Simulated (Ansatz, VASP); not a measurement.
One calculation of Ca, two programs

File INCAR:

```
  PREC = Accurate
  ENCUT = 600
  EDIFF = 1E-6
  ISMEAR = 0
  SIGMA = 0.1
  LREAL = F
  LASPH = T
  NELM = 80
  ALGO = Fast
  ISIF = 3
  LWAVE = F
  LCHARG = F
  GGA = PE
  IBRION = 2
  NSW = 100
  EDIFFG = -0.01
```

KPOINTS

```
Automatic mesh
0
Gamma
  20 20 20
```

File POSCAR:

```
Ca
1.0
   -1.9622092906      1.9622092906      2.7502181051
    1.9622092906     -1.9622092906      2.7502181051
    1.9622092906      1.9622092906     -2.7502181051
Ca
1
Direct
    0.5000000000      0.5000000000      0.0000000000
```

Input for Ansatz:

```yaml
crystal:
  lattice:
    - [-1.9622092906, 1.9622092906, 2.7502181051]
    - [1.9622092906, -1.9622092906, 2.7502181051]
    - [1.9622092906, 1.9622092906, -2.7502181051]
  atoms:
    - { symbol: Ca, position: [0.5, 0.5, 0.0] }
basis:
  ecutwfc: 420
kpoints:
  mp_grid: { grid: [20, 20, 20] }
hamiltonian:
  xc: pbe
scf:
  occupations: { method: gaussian, width: 0.1 }
output:
  forces: true
  stress: true
  eigenvalues: true
relax:
  adjacent_minimum: "off"
  f_tol: 0.01
  max_steps: 80
  cell: { stress_tol: 0.05 }
```

Alike in both runs: task relaxation of cell and atoms; functional PBE; k mesh 20 × 20 × 20; occupations gaussian, width 0.1 eV; no spin polarisation.

|  | VASP | Ansatz |
| --- | --- | --- |
| version | VASP 6.6.1 | Ansatz 0.2.0 |
| potentials or method | VASP PAW PBE potentials, release 64 (Ca_sv), cutoff 600 eV | scalar-relativistic, plane waves, PAW |
| valence electrons in the cell | 10 | 10 |

|  | VASP | Ansatz | Ansatz less VASP |
| --- | --- | --- | --- |
| gap on the k mesh at the Fermi level, each at its own relaxed structure (eV) | none | none | - |
| relaxed volume (Å³/atom) | 42.28 | 42.16 | -0.119 |
| relaxed cell length with the largest relative difference (Å) | 3.905 | 3.903 | -0.0017 |

A gap of «none» marks a metal or a gap that the smearing closes.
